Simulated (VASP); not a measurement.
Wanted: the native input for a VASP 6.6.1 run.

- Task: relaxation of cell and atoms
- Functional: PBE
- Potentials or basis: VASP PAW PBE potentials, release 64 (K_sv, Hf_pv, As)
- Cutoff: 600 eV
- k mesh: 12 × 12 × 8
- Occupations: gaussian, width 0.1 eV
- Spin: no spin polarisation
- Dipole correction: no
- Further INCAR settings: ALGO = Fast; EDIFF = 1e-06; IBRION = 2; EDIFFG = -0.01; NSW = 100; ISIF = 3

The structure of KHfAs lies in POSCAR:

```
KHfAs
1.0
    4.5198754089      0.0000000000      0.0000000000
   -2.2599377044      3.9143269260      0.0000000000
    0.0000000000      0.0000000000      5.8288038695
K Hf As
1 1 1
Direct
    0.0000000000      0.0000000000      0.0000000000
    0.6666666667      0.3333333333      0.5000000000
    0.3333333333      0.6666666667      0.5000000000
```

The cell was generated, and may not be a known phase.

The input as run:

INCAR

```
SYSTEM = KHfAs
PREC = Accurate
ENCUT = 600
EDIFF = 1E-6
ISMEAR = 0
SIGMA = 0.1
LREAL = .FALSE.
LASPH = .TRUE.
NELM = 100
ALGO = Fast
ISIF = 3
LWAVE = .FALSE.
LCHARG = .FALSE.
GGA = PE
IBRION = 2
NSW = 100
EDIFFG = -0.01
```

KPOINTS

```
regular mesh
0
G
  12 12 8
  0 0 0
```

Potentials or basis: VASP PAW PBE potentials, release 64 (K_sv, Hf_pv, As).

Run with:

```console
$ cat potpaw_PBE.64/K_sv/POTCAR potpaw_PBE.64/Hf_pv/POTCAR potpaw_PBE.64/As/POTCAR > POTCAR
$ mpirun -np 1 vasp_std > vasp.out
```

Results of the run:

```yaml
Relaxed_volume: 34.45 Å³/atom
Relaxed_cell: a = 4.517 Å, b = 4.517 Å, c = 5.847 Å, α = 90.00°, β = 90.00°, γ = 120.00°
Space_group_after_relaxing_to_0.1_Å: P-6m2 (No. 187)
Energy_gained_by_relaxing: 0.0 meV/atom
Ionic_steps: 5
Pressure_after_relaxing: 0.0 GPa
Band_gap_on_the_k_mesh: zero (bands 12 and 13 overlap by 0.40 eV)
```

Caveat: spin-orbit coupling is left out, which moves the levels of the heavy elements.

Wall time 8.2 min on 1 thread of Intel(R) Xeon(R) Platinum 8259CL CPU @ 2.50GHz (Skylake/Cascade Lake), on a shared host, peak memory 0.44 GiB.
